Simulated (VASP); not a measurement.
# Zn (P6_3/mmc) in VASP: a series of runs, part 3 of 3

VASP 6.6.1. Earlier steps stand in the parts before.

## (4) Electric field gradients, PBEsol

This run uses another cell than the first one, of 14.42 Å³/atom.

INCAR

```
SYSTEM = Zn
ALGO = Normal
EDIFF = 1E-8
ENCUT = 520
GGA = PS
ISIF = 2
ISMEAR = -1
LASPH = .TRUE.
LCHARG = .FALSE.
LEFG = .TRUE.
LREAL = .FALSE.
LWAVE = .FALSE.
NBANDS = 19
NELM = 60
PREC = Accurate
SIGMA = 0.03
```

KPOINTS

```
k-points
0
G
  18 18 9
  0 0 0
```

POSCAR

```
Zn
1.0
    2.6143598013      0.0000000000      0.0000000000
   -1.3071799007      2.2641020026      0.0000000000
    0.0000000000      0.0000000000      4.8731610200
Zn
2
Direct
    0.3333333333      0.6666666667      0.2500000000
    0.6666666667      0.3333333333      0.7500000000
```

Potentials or basis: VASP PAW PBE potentials, release 64 (Zn).

Launch:

```
$ cat potpaw_PBE.64/Zn/POTCAR > POTCAR
$ mpirun -np 1 vasp_std > vasp.out
```

OUTCAR:

```text
SYSTEM = Zn
   EDIFF = 1E-8
   ENCUT = 520
   GGA = PS
   ISIF = 2
   ISMEAR = -1
   LASPH = .TRUE.
   LREAL = .FALSE.
   NELM = 60
   PREC = Accurate

 ion  position               nearest neighbor table
   1  0.333  0.667  0.250-   2 2.87   2 2.87   2 2.87   2 2.87   2 2.87   2 2.87
   2  0.667  0.333  0.750-   1 2.87   1 2.87   1 2.87   1 2.87   1 2.87   1 2.87

  LATTYP: Found a hexagonal cell.
 ALAT       =     2.6143598013
 C/A-ratio  =     1.8639978390

  Lattice vectors:

 A1 = (   2.6143598013,   0.0000000000,   0.0000000000)
 A2 = (  -1.3071799007,   2.2641020026,   0.0000000000)
 A3 = (   0.0000000000,   0.0000000000,   4.8731610200)

Analysis of symmetry for initial positions (statically):
=====================================================================
 Subroutine PRICEL returns:
 Original cell was already a primitive cell.

 Routine SETGRP: Setting up the symmetry group for a
 hexagonal supercell.

 Subroutine GETGRP returns: Found 24 space group operations
 (whereof 12 operations were pure point group operations)
 out of a pool of 24 trial point group operations.

The static configuration has the point symmetry D_3d.
 The point group associated with its full space group is D_6h.

Analysis of symmetry for dynamics (positions and initial velocities):
=====================================================================
 Subroutine PRICEL returns:
 Original cell was already a primitive cell.

 Routine SETGRP: Setting up the symmetry group for a
 hexagonal supercell.

 Subroutine GETGRP returns: Found 24 space group operations
 (whereof 12 operations were pure point group operations)
 out of a pool of 24 trial point group operations.

The dynamic configuration has the point symmetry D_3d.
 The point group associated with its full space group is D_6h.

 Subroutine INISYM returns: Found 24 space group operations
 (whereof 12 operations are pure point group operations),
 and found     1 'primitive' translations

----------------------------------------------------------------------------------------

                                     Primitive cell

  volume of cell :      28.8451

  direct lattice vectors                    reciprocal lattice vectors
     2.614359801  0.000000000  0.000000000     0.382502821  0.220838107  0.000000000
    -1.307179901  2.264102003  0.000000000     0.000000000  0.441676214  0.000000000
     0.000000000  0.000000000  4.873161020     0.000000000  0.000000000  0.205205614

  length of vectors
     2.614359801  2.614359801  4.873161020     0.441676214  0.441676214  0.205205614

  position of ions in fractional coordinates (direct lattice)
     0.333333333  0.666666667  0.250000000
     0.666666667  0.333333333  0.750000000

  ion indices of the primitive-cell ions
   primitive index   ion index
                 1           1
                 2           2

[... 76 lines left out ...]
   NFREE  =      0    steps in history (QN), initial steepest desc. (CG)
   ISIF   =      2    stress and relaxation
   ISYM   =      2    0-nonsym 1-usesym 2-fastsym
   POTIM  = 0.5000    time-step for ionic-motion
   TEBEG  =    0.0;   TEEND  =   0.0 temperature during run
   PSTRESS=    0.0 pullay stress
   NELECT =      24.0000    total number of electrons
   NUPDOWN=      -1.0000    fix difference up-down
   EMIN   =  10.00;   EMAX   =-10.00  energy-range for DOS
   EFERMI =   0.00;   METHOD = LEGACY
   ISMEAR =    -1;   SIGMA  =   0.03  broadening in eV -4-tet -1-fermi 0-gaus
   EFERMI_NEDOS =   21; number of points for ismear=-14 and -15
   IALGO  =     38    algorithm
   IMIX   =      4    mixing-type and parameters
     AMIX     =   0.40;   BMIX     =  1.00
     AMIX_MAG =   1.60;   BMIX_MAG =  1.00
  volume/ion in A,a.u.               =      14.42        97.33
  Fermi-wavevector in a.u.,A,eV,Ry     =   1.539765  2.909735 32.257744  2.370877
  Thomas-Fermi vector in A             =   2.645947
   LORBIT       =      0    0 simple, 1 ext, 2 COOP (PROOUT), +10 PAW based schemes
   GGA     = PS    functional components
   LHFCALC =     F    Hartree Fock is set to
   AEXX    =    0.0000 exact exchange contribution
   IVDW    =     0    specifies the selected vdW correction
   LEPSILON=     F    determine dielectric tensor
   LRPA    =     F    only Hartree local field effects (RPA)
 non-spin polarized calculation
  energy-cutoff  :      520.00
  volume of cell :       28.85
 maximum number of plane-waves:       798
 NGX is ok and might be reduce to    20
   NGX =  9   NGY =  9   NGZ = 19

 number of electron      24.0000032 magnetization

 Free energy of the ion-electron system (eV)
  ---------------------------------------------------
  ext. energy  EPLUGINS =         0.00000000
  ---------------------------------------------------
  free energy    TOTEN  =        -3.17123339 eV

  energy without entropy =       -3.17022981  energy(sigma->0) =       -3.17073160

 E-fermi :   3.4543     XC(G=0): -11.9816

 val. band max:        3.4299929935   @ k =   0.3333   0.3333   0.0000
 cond. band min:       3.4618487502   @ k =   0.3333   0.3333   0.1111
 fundamental gap:      0.0318557567
 Fermi energy:         3.4543305861

 k-point     1 :       0.0000    0.0000    0.0000
  band No.  band energies     occupation
      1      -7.5250      2.00000
      2      -5.5268      2.00000
      3      -4.7309      2.00000
      4      -4.4746      2.00000
      5      -4.4746      2.00000
      6      -4.4197      2.00000
[... 505 lines left out ...]
      6      -4.3183      2.00000
[... 11 lines left out ...]
     18      16.8520      0.00000
     19      18.0745      0.00000

 [... further k-points ...]

------------------------ aborting loop because EDIFF is reached ----------------------------------------

  FORCE on cell =-STRESS in cart. coord.  units (eV):
  Direction    XX          YY          ZZ          XY          YZ          ZX
  --------------------------------------------------------------------------------------
  -------------------------------------------------------------------------------------
  Total       -0.3043066     -0.3043066      0.1106279      0.0000000     -0.0000000      0.0000000
  in kB      -16.9024600    -16.9024600      6.1447322      0.0000000     -0.0000000      0.0000000
  external PRESSURE =      -9.2200626 kB  Pullay stress =       0.0000000 kB

 VOLUME and BASIS-vectors are now :
 -----------------------------------------------------------------------------
  energy-cutoff  :      520.00
  volume of cell :       28.85
      direct lattice vectors                 reciprocal lattice vectors
     2.614359801  0.000000000  0.000000000     0.382502821  0.220838107  0.000000000
    -1.307179901  2.264102003  0.000000000     0.000000000  0.441676214  0.000000000
     0.000000000  0.000000000  4.873161020     0.000000000  0.000000000  0.205205614

 POSITION                                       TOTAL-FORCE (eV/Angst)
 -----------------------------------------------------------------------------------
     -0.00000      1.50940      1.21829         0.000000      0.000000      0.000000
      1.30718      0.75470      3.65487        -0.000000      0.000000      0.000000
 -----------------------------------------------------------------------------------
    total drift:                                0.000000     -0.000000      0.000000

  FREE ENERGIE OF THE ION-ELECTRON SYSTEM (eV)
  ---------------------------------------------------
  free  energy   TOTEN  =        -3.1712333883 eV

  energy  without entropy=       -3.1702298062  energy(sigma->0) =       -3.17073160

 Electric field gradients (V/A^2)
---------------------------------------------------------------------
 ion       V_xx      V_yy      V_zz      V_xy      V_xz      V_yz
---------------------------------------------------------------------
   1     -18.405   -18.406    36.811    -0.000     0.000    -0.000
   2     -18.405   -18.406    36.811    -0.000    -0.000     0.000
---------------------------------------------------------------------

 Electric field gradients after diagonalization (V/A^2)
 (convention: |V_zz| > |V_xx| > |V_yy|)
----------------------------------------------------------------------
 ion       V_xx      V_yy      V_zz     asymmetry (V_yy - V_xx)/ V_zz
----------------------------------------------------------------------
   1     -18.406   -18.405    36.811       0.000
   2     -18.406   -18.405    36.811       0.000
----------------------------------------------------------------------

           NMR quadrupolar parameters

 Cq : quadrupolar parameter    Cq=e*Q*V_zz/h
 eta: asymmetry parameters     (V_yy - V_xx)/ V_zz
 Q  : nuclear electric quadrupole moment in mb (millibarn)
----------------------------------------------------------------------
 ion       Cq(MHz)       eta       Q (mb)
----------------------------------------------------------------------
   1       0.089       0.000       1.000
   2       0.089       0.000       1.000
----------------------------------------------------------------------
```

OSZICAR:

```text
N       E                     dE             d eps       ncg     rms          rms(c)
DAV:   1     0.111225211556E+03    0.11123E+03   -0.12423E+04  7414   0.203E+03
DAV:   2     0.156748169133E+01   -0.10966E+03   -0.10597E+03  7077   0.296E+02
DAV:   3    -0.346698845090E+01   -0.50345E+01   -0.50120E+01  7935   0.700E+01
DAV:   4    -0.349561424878E+01   -0.28626E-01   -0.28619E-01  7712   0.541E+00
DAV:   5    -0.349564853987E+01   -0.34291E-04   -0.34291E-04  7712   0.171E-01    0.465E+00
DAV:   6    -0.319357777593E+01    0.30207E+00   -0.11708E+00  7819   0.236E+01    0.331E+00
DAV:   7    -0.317862607153E+01    0.14952E-01   -0.42582E-02  9067   0.359E+00    0.172E+00
DAV:   8    -0.317127047167E+01    0.73556E-02   -0.20371E-03  9622   0.659E-01    0.553E-02
DAV:   9    -0.317122929738E+01    0.41174E-04   -0.23751E-04  9708   0.206E-01    0.342E-02
DAV:  10    -0.317123382274E+01   -0.45254E-05   -0.20665E-05  7420   0.392E-02    0.291E-03
DAV:  11    -0.317123365517E+01    0.16758E-06   -0.55965E-07  7969   0.123E-02    0.209E-03
DAV:  12    -0.317123337427E+01    0.28089E-06   -0.15580E-08  6613   0.228E-03    0.415E-04
DAV:  13    -0.317123338700E+01   -0.12732E-07   -0.50451E-09  4103   0.108E-03    0.480E-05
DAV:  14    -0.317123338828E+01   -0.12815E-08   -0.10889E-09  3968   0.320E-04
   1 F= -.31712334E+01 E0= -.31707316E+01  d E =-.100358E-02
```

It took 2.7 min on 1 thread of AMD EPYC 7R13, shared host; peak memory 0.17 GiB.

Results:

```yaml
Free_energy: -3.1712 eV
Pressure: -0.9 GPa
Band_gap_on_the_k_mesh: zero (bands 12 and 13 overlap by 4.71 eV)
Largest_electric_field_gradient_by_atom: Zn +36.8 V/Å²
```

Levels at points of the mesh, in eV from the Fermi level:
```tsv
k point	band 10	band 11	band 12	band 13	band 14	band 15
(0.00, 0.00, 0.00)	-7.27	-7.27	-4.07	-3.17	13.82	17.55
(0.50, 0.00, 0.00)	-7.06	-3.14	-2.31	2.59	3.45	4.26
```

Electric field gradients, principal values (V/Å²):
| atom | least | middle | greatest (by size) |
| --- | --- | --- | --- |
| 1 Zn | -18.405 | -18.406 | 36.811 |
| 2 Zn | -18.405 | -18.406 | 36.811 |

Caveat: without QUAD_EFG the Cq values of the log hold for a quadrupole moment of 1 mb, not for the nuclei; the PAW data sets were made with another functional, which shifts forces and pressure a little.

## (5) Electric field gradients, PBEsol (14.71 Å³/atom)

This run uses another cell than the first one, of 14.71 Å³/atom.

INCAR

```
PREC = Accurate
ENCUT = 520
EDIFF = 1E-8
ISMEAR = -1
SIGMA = 0.03
LREAL = F
LASPH = T
NELM = 80
ALGO = Normal
ISIF = 2
LWAVE = F
LCHARG = F
GGA = PS
LEFG = T
NBANDS = 19
```

KPOINTS

```
Automatic mesh
0
Gamma
  18 18 9
```

POSCAR

```
Zn
1.0
    2.6316739470      0.0000000000      0.0000000000
   -1.3158369735      2.2790964926      0.0000000000
    0.0000000000      0.0000000000      4.9054345501
Zn
2
Direct
    0.3333333333      0.6666666667      0.2500000000
    0.6666666667      0.3333333333      0.7500000000
```

Potentials or basis: VASP PAW PBE potentials, release 64 (Zn).

Launch:

```
$ cat potpaw_PBE.64/Zn/POTCAR > POTCAR
$ mpirun -np 1 vasp_std > vasp.out
```

OUTCAR:

```text
PREC = Accurate
   ENCUT = 520
   EDIFF = 1E-8
   ISMEAR = -1
   LREAL = F
   LASPH = T
   NELM = 80
   ISIF = 2
   GGA = PS

 ion  position               nearest neighbor table
   1  0.333  0.667  0.250-   2 2.89   2 2.89   2 2.89   2 2.89   2 2.89   2 2.89
   2  0.667  0.333  0.750-   1 2.89   1 2.89   1 2.89   1 2.89   1 2.89   1 2.89

  LATTYP: Found a hexagonal cell.
 ALAT       =     2.6316739470
 C/A-ratio  =     1.8639978390

  Lattice vectors:

 A1 = (   2.6316739470,   0.0000000000,   0.0000000000)
 A2 = (  -1.3158369735,   2.2790964926,   0.0000000000)
 A3 = (   0.0000000000,   0.0000000000,   4.9054345501)

Analysis of symmetry for initial positions (statically):
=====================================================================
 Subroutine PRICEL returns:
 Original cell was already a primitive cell.

 Routine SETGRP: Setting up the symmetry group for a
 hexagonal supercell.

 Subroutine GETGRP returns: Found 24 space group operations
 (whereof 12 operations were pure point group operations)
 out of a pool of 24 trial point group operations.

The static configuration has the point symmetry D_3d.
 The point group associated with its full space group is D_6h.

Analysis of symmetry for dynamics (positions and initial velocities):
=====================================================================
 Subroutine PRICEL returns:
 Original cell was already a primitive cell.

 Routine SETGRP: Setting up the symmetry group for a
 hexagonal supercell.

 Subroutine GETGRP returns: Found 24 space group operations
 (whereof 12 operations were pure point group operations)
 out of a pool of 24 trial point group operations.
[... 158 lines left out ...]
  band No.  band energies     occupation
      1      -7.5081      2.00000
      2      -5.5758      2.00000
      3      -4.8126      2.00000
      4      -4.5659      2.00000
      5      -4.5659      2.00000
      6      -4.5131      2.00000
[... 505 lines left out ...]
      6      -4.4123      2.00000
[... 11 lines left out ...]
     18      16.4920      0.00000
     19      17.7804      0.00000

 [... further k-points ...]

------------------------ aborting loop because EDIFF is reached ----------------------------------------

  FORCE on cell =-STRESS in cart. coord.  units (eV):
  Direction    XX          YY          ZZ          XY          YZ          ZX
  --------------------------------------------------------------------------------------
  -------------------------------------------------------------------------------------
  Total       -0.6518703     -0.6518703     -0.1204209      0.0000000      0.0000000      0.0000000
  in kB      -35.4976436    -35.4976436     -6.5575260      0.0000000      0.0000000      0.0000000
  external PRESSURE =     -25.8509377 kB  Pullay stress =       0.0000000 kB

 VOLUME and BASIS-vectors are now :
 -----------------------------------------------------------------------------
  energy-cutoff  :      520.00
  volume of cell :       29.42
      direct lattice vectors                 reciprocal lattice vectors
     2.631673947  0.000000000  0.000000000     0.379986283  0.219385183  0.000000000
    -1.315836973  2.279096493  0.000000000     0.000000000  0.438770365  0.000000000
     0.000000000  0.000000000  4.905434550     0.000000000  0.000000000  0.203855538

 POSITION                                       TOTAL-FORCE (eV/Angst)
 -----------------------------------------------------------------------------------
     -0.00000      1.51940      1.22636         0.000000      0.000000     -0.000000
      1.31584      0.75970      3.67908        -0.000000      0.000000      0.000000
 -----------------------------------------------------------------------------------
    total drift:                               -0.000000      0.000000      0.000000

  FREE ENERGIE OF THE ION-ELECTRON SYSTEM (eV)
  ---------------------------------------------------
  free  energy   TOTEN  =        -3.1648598662 eV

  energy  without entropy=       -3.1639012457  energy(sigma->0) =       -3.16438056

 Electric field gradients (V/A^2)
---------------------------------------------------------------------
 ion       V_xx      V_yy      V_zz      V_xy      V_xz      V_yz
---------------------------------------------------------------------
   1     -17.736   -17.734    35.470     0.002     0.000    -0.000
   2     -17.736   -17.734    35.470     0.002    -0.000     0.000
---------------------------------------------------------------------

 Electric field gradients after diagonalization (V/A^2)
 (convention: |V_zz| > |V_xx| > |V_yy|)
----------------------------------------------------------------------
 ion       V_xx      V_yy      V_zz     asymmetry (V_yy - V_xx)/ V_zz
----------------------------------------------------------------------
   1     -17.737   -17.733    35.470       0.000
   2     -17.737   -17.733    35.470       0.000
----------------------------------------------------------------------

           NMR quadrupolar parameters

 Cq : quadrupolar parameter    Cq=e*Q*V_zz/h
 eta: asymmetry parameters     (V_yy - V_xx)/ V_zz
 Q  : nuclear electric quadrupole moment in mb (millibarn)
----------------------------------------------------------------------
 ion       Cq(MHz)       eta       Q (mb)
----------------------------------------------------------------------
   1       0.086       0.000       1.000
   2       0.086       0.000       1.000
----------------------------------------------------------------------
```

Wall time 2.5 min (1 thread of AMD EPYC 7R13, shared host); peak memory 0.17 GiB.

Results:

```
Free energy                             : -3.1649 eV
Pressure                                : -2.6 GPa
Band gap on the k mesh                  : zero (bands 12 and 13 overlap by 4.71 eV)
Largest electric field gradient by atom : Zn +35.5 V/Å²
```

Levels at points of the mesh, in eV from the Fermi level:
```tsv
k point	band 8	band 9	band 10	band 11	band 12	band 13	band 14	band 15	band 16	band 17
(0.00, 0.00, 0.00)	-7.46	-7.46	-7.24	-7.24	-3.96	-3.18	13.64	17.35	17.80	17.80
(0.50, 0.00, 0.00)	-7.25	-7.05	-7.03	-3.07	-2.30	2.54	3.44	4.14	5.65	10.26
```

Electric field gradients, principal values (V/Å²):
| atom | least | middle | greatest (by size) |
| --- | --- | --- | --- |
| 1 Zn | -17.733 | -17.737 | 35.470 |
| 2 Zn | -17.733 | -17.737 | 35.470 |

Caveat: without QUAD_EFG the Cq values of the log hold for a quadrupole moment of 1 mb, not for the nuclei; the PAW data sets were made with another functional, which shifts forces and pressure a little.

## (6) The runs side by side

```csv
cell,gap on the mesh (eV),pressure (GPa)
"a = 2.561, b = 2.561, c = 4.775 Å, angles 90.0, 90.0, 120.0°, 2 atoms",none,5.4
"a = 2.597, b = 2.597, c = 4.840 Å, angles 90.0, 90.0, 120.0°, 2 atoms",none,1.0
"a = 2.614, b = 2.614, c = 4.873 Å, angles 90.0, 90.0, 120.0°, 2 atoms",none,-0.9
"a = 2.632, b = 2.632, c = 4.905 Å, angles 90.0, 90.0, 120.0°, 2 atoms",none,-2.6
```

Alike in all rows: task electric field gradients; level PBEsol; potentials or basis VASP PAW PBE potentials, release 64 (Zn); no spin polarisation; k mesh 18 × 18 × 9; cutoff (eV) 520; smearing fermi-dirac 0.03 eV.

Caveats: the PAW data sets were made with another functional, which shifts forces and pressure a little; the cell stands under pressure (at least some runs).

Absolute energies hang on the potentials; compare differences alone.
